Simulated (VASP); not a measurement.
A run of VASP 6.6.1 is set up as follows.

The input INCAR:

```
SYSTEM = InO
ALGO     = Normal         ! electronic algorithm
EDIFF    = 1E-7           ! SCF threshold, eV
ENCUT    = 520            ! plane-wave cutoff, eV
GGA      = PE             ! functional
ISIF     = 2              ! what is computed and relaxed
ISMEAR   = 0              ! smearing method
LASPH    = .TRUE.         ! aspherical terms in the spheres
LCHARG   = .FALSE.        ! write CHGCAR
LREAL    = .FALSE.        ! projectors in reciprocal space
LWAVE    = .FALSE.        ! write WAVECAR
NBANDS   = 27             ! bands
NELM     = 100            ! most SCF steps
PREC     = Accurate       ! precision mode
SIGMA    = 0.03           ! smearing width, eV
```

Contents of KPOINTS:

```
k-points
0
G
  12 12 2
  0 0 0
```

Contents of POSCAR:

```
InO
1.0
    3.4536138013      0.0000000000      0.0000000000
   -1.7268069007      2.9909172868      0.0000000000
    0.0000000000      0.0000000000     15.0832450000
In O
2 2
Direct
    0.6666666667      0.3333333333      0.5900210000
    0.6666666667      0.3333333333      0.4099790000
    0.0000000000      0.0000000000      0.6398670000
    0.0000000000      0.0000000000      0.3601330000
```

Potentials or basis: VASP PAW PBE potentials, release 64 (In_d, O).

Launch:

```bash
$ cat potpaw_PBE.64/In_d/POTCAR potpaw_PBE.64/O/POTCAR > POTCAR
$ mpirun -np 1 vasp_std > vasp.out
```

Question: What does it give for the band gap on the k mesh?

Answer: 0.52 eV, indirect (least direct gap 1.18 eV).

Question: Predict the largest force.

Answer: 0.492 eV/Å.

Forces in eV/Å, atoms in the order of the input:
```
In   0.000  0.000  0.492
In   0.000  0.000 -0.492
O    0.000  0.000  0.330
O    0.000  0.000 -0.330
```

Caveat: the cell differs from its parent crystal (strain +0.000 along x and y, -0.050 along z); spin-orbit coupling is left out, which moves the levels of the heavy elements.
